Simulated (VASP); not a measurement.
# BAs (I-4m2) in VASP: a series of runs, part 2 of 2

VASP 6.6.1. The steps go on from the part before.

**4. Single point, PBE (epitaxial xy strain -4.0%)**

The input, INCAR:

```
ALGO     = Normal         # electronic algorithm
EDIFF    = 1E-6           # SCF threshold, eV
ENCUT    = 560            # plane-wave cutoff, eV
GGA      = PE             # functional
GGA_COMPAT= False        
ISIF     = 2              # what is computed and relaxed
ISMEAR   = -1             # smearing method
LASPH    = True           # aspherical terms in the spheres
LCHARG   = False          # write CHGCAR
LREAL    = False          # projectors in reciprocal space
LWAVE    = False          # write WAVECAR
NBANDS   = 16             # bands
NELM     = 120            # most SCF steps
PREC     = Accurate       # precision mode
SIGMA    = 0.02           # smearing width, eV
```

The input, KPOINTS:

```
k-points
0
Gamma
  10 10 10
```

The input, POSCAR:

```
BAs
1.0
    0.0000000000      2.2961928999      2.4359659429
    2.2961928999      0.0000000000      2.4359659429
    2.2961928999      2.2961928999      0.0000000000
B As
1 1
Direct
    0.0000000000      0.0000000000      0.0000000000
    0.2500000000      0.2500000000      0.2500000000
```

Potentials or basis: VASP PAW PBE potentials, release 64 (B, As_d).

On the command line:

```sh
cat potpaw_PBE.64/B/POTCAR potpaw_PBE.64/As_d/POTCAR > POTCAR
mpirun -np 1 vasp_std > vasp.out
```

OUTCAR:

```text
EDIFF = 1E-6
   ENCUT = 560
   GGA = PE
   ISIF = 2
   ISMEAR = -1
   LASPH = True
   LREAL = False
   NELM = 120
   PREC = Accurate

 ion  position               nearest neighbor table
   1  0.000  0.000  0.000-   2 2.03   2 2.03   2 2.03   2 2.03
   2  0.250  0.250  0.250-   1 2.03   1 2.03   1 2.03   1 2.03

  LATTYP: Found a body centered tetragonal cell.
 ALAT       =     3.2473071409
 C/A-ratio  =     1.5002990707

  Lattice vectors:

 A1 = (  -2.2961928999,   0.0000000000,   2.4359659429)
 A2 = (   2.2961928999,   0.0000000000,   2.4359659429)
 A3 = (   0.0000000000,   2.2961928999,  -2.4359659429)

Analysis of symmetry for initial positions (statically):
=====================================================================
 Subroutine PRICEL returns:
 Original cell was already a primitive cell.

 Routine SETGRP: Setting up the symmetry group for a
 body centered tetragonal supercell.

 Subroutine GETGRP returns: Found  8 space group operations
 (whereof  8 operations were pure point group operations)
 out of a pool of 16 trial point group operations.

The static configuration has the point symmetry D_2d.

Analysis of symmetry for dynamics (positions and initial velocities):
=====================================================================
 Subroutine PRICEL returns:
 Original cell was already a primitive cell.

 Routine SETGRP: Setting up the symmetry group for a
 body centered tetragonal supercell.

 Subroutine GETGRP returns: Found  8 space group operations
 (whereof  8 operations were pure point group operations)
 out of a pool of 16 trial point group operations.

The dynamic configuration has the point symmetry D_2d.

 Subroutine INISYM returns: Found  8 space group operations
 (whereof  8 operations are pure point group operations),
 and found     1 'primitive' translations

----------------------------------------------------------------------------------------

[... 111 lines left out ...]
     AMIX     =   0.40;   BMIX     =  1.00
     AMIX_MAG =   1.60;   BMIX_MAG =  1.00
  volume/ion in A,a.u.               =      12.84        86.67
  Fermi-wavevector in a.u.,A,eV,Ry     =   1.454096  2.747843 28.768085  2.114395
  Thomas-Fermi vector in A             =   2.571286
   LORBIT       =      0    0 simple, 1 ext, 2 COOP (PROOUT), +10 PAW based schemes
   GGA     = PE    functional components
   LHFCALC =     F    Hartree Fock is set to
   AEXX    =    0.0000 exact exchange contribution
   IVDW    =     0    specifies the selected vdW correction
   LEPSILON=     F    determine dielectric tensor
   LRPA    =     F    only Hartree local field effects (RPA)
 non-spin polarized calculation
  energy-cutoff  :      560.00
  volume of cell :       25.69
 maximum number of plane-waves:       794
 NGX is ok and might be reduce to    28
   NGX = 13   NGY = 13   NGZ = 13

 number of electron      17.9999997 magnetization

 Free energy of the ion-electron system (eV)
  ---------------------------------------------------
  ext. energy  EPLUGINS =         0.00000000
  ---------------------------------------------------
  free energy    TOTEN  =       -11.32706628 eV

  energy without entropy =      -11.32706628  energy(sigma->0) =      -11.32706628

 E-fermi :   5.9270     XC(G=0): -11.4302

 val. band max:        5.6016418803   @ k =   0.0000   0.0000   0.0000
 cond. band min:       6.2618469504   @ k =   0.4000   0.0000   0.4000
 fundamental gap:      0.6602050701
 Fermi energy:         5.9269591445

 k-point     1 :       0.0000    0.0000    0.0000
  band No.  band energies     occupation
      1     -30.4761      2.00000
      2     -30.4650      2.00000
      3     -30.4650      2.00000
      4     -30.4432      2.00000
      5     -30.4363      2.00000
      6     -10.5623      2.00000
[... 433 lines left out ...]
      3     -30.4511      2.00000
      4     -30.4400      2.00000
      5     -30.4389      2.00000
      6      -7.9481      2.00000
[... 8 lines left out ...]
     15      21.6623      0.00000
     16      22.3344      0.00000

 [... further k-points ...]

------------------------ aborting loop because EDIFF is reached ----------------------------------------

  FORCE on cell =-STRESS in cart. coord.  units (eV):
  Direction    XX          YY          ZZ          XY          YZ          ZX
  --------------------------------------------------------------------------------------
  -------------------------------------------------------------------------------------
  Total        2.6690518      2.6690518      0.4092513      0.0000000      0.0000000      0.0000000
  in kB      166.4752379    166.4752379     25.5259933      0.0000000      0.0000000      0.0000000
  external PRESSURE =     119.4921564 kB  Pullay stress =       0.0000000 kB

 VOLUME and BASIS-vectors are now :
 -----------------------------------------------------------------------------
  energy-cutoff  :      560.00
  volume of cell :       25.69
      direct lattice vectors                 reciprocal lattice vectors
     0.000000000  2.296192900  2.435965943    -0.217751740  0.217751740  0.205257385
     2.296192900  0.000000000  2.435965943     0.217751740 -0.217751740  0.205257385
     2.296192900  2.296192900  0.000000000     0.217751740  0.217751740 -0.205257385

 POSITION                                       TOTAL-FORCE (eV/Angst)
 -----------------------------------------------------------------------------------
      0.00000      0.00000      0.00000        -0.000000     -0.000000      0.000000
      1.14810      1.14810      1.21798         0.000000      0.000000     -0.000000
 -----------------------------------------------------------------------------------
    total drift:                                0.000000      0.000000      0.000001

  FREE ENERGIE OF THE ION-ELECTRON SYSTEM (eV)
  ---------------------------------------------------
  free  energy   TOTEN  =       -11.3270662756 eV

  energy  without entropy=      -11.3270662753  energy(sigma->0) =      -11.32706628
```

OSZICAR:

```text
N       E                     dE             d eps       ncg     rms          rms(c)
DAV:   1     0.912405341093E+02    0.91241E+02   -0.85393E+03  3784   0.557E+03
DAV:   2    -0.268536634085E+01   -0.93926E+02   -0.89314E+02  3736   0.651E+02
DAV:   3    -0.118857481432E+02   -0.92004E+01   -0.91538E+01  3752   0.892E+01
DAV:   4    -0.120996791497E+02   -0.21393E+00   -0.21391E+00  4128   0.146E+01
DAV:   5    -0.121022168542E+02   -0.25377E-02   -0.25377E-02  3856   0.188E+00    0.593E+00
DAV:   6    -0.114084090150E+02    0.69381E+00   -0.96629E-01  4120   0.716E+00    0.290E+00
DAV:   7    -0.113338745207E+02    0.74534E-01   -0.17924E-01  4264   0.281E+00    0.112E+00
DAV:   8    -0.113268664453E+02    0.70081E-02   -0.17852E-02  4552   0.213E+00    0.102E-01
DAV:   9    -0.113269792629E+02   -0.11282E-03   -0.13179E-03  4088   0.772E-01    0.437E-02
DAV:  10    -0.113270560568E+02   -0.76794E-04   -0.18525E-04  4312   0.291E-01    0.194E-02
DAV:  11    -0.113270655792E+02   -0.95224E-05   -0.24809E-05  4312   0.945E-02    0.559E-03
DAV:  12    -0.113270662756E+02   -0.69633E-06   -0.23146E-06  4520   0.268E-02
   1 F= -.11327066E+02 E0= -.11327066E+02  d E =-.270925E-09
```

Wall time 32 s (1 thread of AMD EPYC 9R45 (Zen 5), shared host); peak memory 0.16 GiB.

Results:

| Property | Result |
| --- | --- |
| Free energy | -11.3271 eV |
| Pressure | 11.9 GPa |
| Band gap on the k mesh | 0.66 eV (least direct gap 3.04 eV) |

Levels at points of the mesh, in eV from the valence-band top:
```csv
k point,band 5,band 6,band 7,band 8,band 9,band 10,band 11,band 12,band 13,band 14
"(0.00, 0.00, 0.00)",-36.04,-16.16,-0.64,0.00,0.00,3.04,3.04,3.42,5.19,9.69
"(0.50, 0.00, 0.00)",-36.03,-13.07,-9.43,-2.51,-1.74,2.57,4.67,4.93,8.83,12.84
"(0.50, 0.50, 0.00)",-36.04,-12.02,-9.39,-4.13,-4.13,1.62,1.73,11.73,11.73,12.76
"(0.50, 0.00, 0.50)",-36.03,-11.48,-8.89,-4.77,-4.66,0.93,0.94,11.18,12.11,13.27
```

Caveat: the cell differs from its parent crystal (epitaxial xy strain -4.0%); the stress differs along the axes, from 3 to 17 GPa; semilocal functionals underestimate gaps, and a narrow one can read as zero.

**5. Overview**

```tsv
cell	gap on the mesh (eV)	pressure (GPa)
a = 3.365, b = 3.365, c = 3.315 Å, angles 60.5, 60.5, 59.0°, 2 atoms	0.93	6.6
a = 3.356, b = 3.356, c = 3.281 Å, angles 60.7, 60.7, 58.5°, 2 atoms	0.80	9.2
a = 3.348, b = 3.348, c = 3.247 Å, angles 61.0, 61.0, 58.0°, 2 atoms	0.66	11.9
```

Alike in all rows: task single point; level PBE; potentials or basis VASP PAW PBE potentials, release 64 (B, As_d); no spin polarisation; k mesh 10 × 10 × 10; cutoff (eV) 560; smearing fermi-dirac 0.02 eV.

Caveats: semilocal functionals underestimate gaps, and a narrow one can read as zero (at least some runs); the stress differs along the axes, from 2 to 9 GPa (at least some runs); the stress differs along the axes, from 2 to 13 GPa (at least some runs); the stress differs along the axes, from 3 to 17 GPa (at least some runs).

Absolute energies hang on the potentials; compare differences alone.
